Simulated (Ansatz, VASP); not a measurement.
**Two plane-wave programs on Ta2C**

File INCAR:

```
ALGO = Normal
EDIFF = 1E-6
ENCUT = 520
GGA = PS
ISIF = 2
ISMEAR = 0
LASPH = True
LCHARG = False
LREAL = False
LWAVE = False
NBANDS = 20
NELM = 100
PREC = Accurate
SIGMA = 0.15
```

KPOINTS

```
k-points
0
Gamma
  18 18 10
```

The input POSCAR:

```
Ta2C
1.0
    3.0179181868      0.0000000000      0.0000000000
   -1.5089590934      2.6135938163      0.0000000000
    0.0000000000      0.0000000000      4.7980532726
Ta C
2 1
Direct
    0.3333333333      0.6666666667      0.2528761934
    0.6666666667      0.3333333333      0.7471238066
    0.0000000000      0.0000000000      0.0000000000
```

Input for Ansatz:

```yaml
crystal:
  lattice:
    - [3.0179181868, 0.0, 0.0]
    - [-1.5089590934, 2.6135938163, 0.0]
    - [0.0, 0.0, 4.7980532726]
  atoms:
    - { symbol: Ta, position: [0.3333333333, 0.6666666667, 0.2528761934] }
    - { symbol: Ta, position: [0.6666666667, 0.3333333333, 0.7471238066] }
    - { symbol: C, position: [0.0, 0.0, 0.0] }
basis:
  ecutwfc: 420
kpoints:
  mp_grid: { grid: [18, 18, 10] }
hamiltonian:
  xc: pbesol
scf:
  occupations: { method: gaussian, width: 0.15 }
output:
  forces: true
  stress: true
  eigenvalues: true
  write_density: true
  write_potential: true
  elf: true
  volumetric_format: npy
```

Change from the starting cell: strain -0.025 along x and y, -0.025 along z, atoms carried along.

Alike in both runs: task single point; functional PBEsol; k mesh 18 × 18 × 10; occupations gaussian, width 0.15 eV; no spin polarisation.

|  | VASP | Ansatz |
| --- | --- | --- |
| version | VASP 6.6.1 | Ansatz 0.2.0 |
| potentials or method | VASP PAW PBE potentials, release 64 (Ta_pv, C), cutoff 520 eV | scalar-relativistic, plane waves, PAW |
| valence electrons in the cell | 26 | 30 |

VASP gave:

```
gap on the k mesh at the Fermi level (eV)                     : none
pressure (GPa)                                                : 26.6
traceless stress, the component that is largest in VASP (GPa) : 0.68
rms of the force components (eV/Å)                            : 0.386
```

Task: What did Ansatz give for the same quantities?

Result: gap on the k mesh at the Fermi level (eV): none; pressure (GPa): 25.8; traceless stress, the component that is largest in VASP (GPa): 0.71; rms of the force components (eV/Å): 0.358.

VASP's potentials were made for PBE, not for PBEsol. Atom by atom the forces differ by 0.029 eV/Å (rms over components). A gap of «none» marks a metal or a gap that the smearing closes. The functional is the same, so the differences come from potentials, cutoffs and numerics. VASP's potentials hold 26 valence electrons a cell and Ansatz's 30, so a difference there can come from the potentials and not from the codes.

Neither program's run includes spin-orbit coupling.
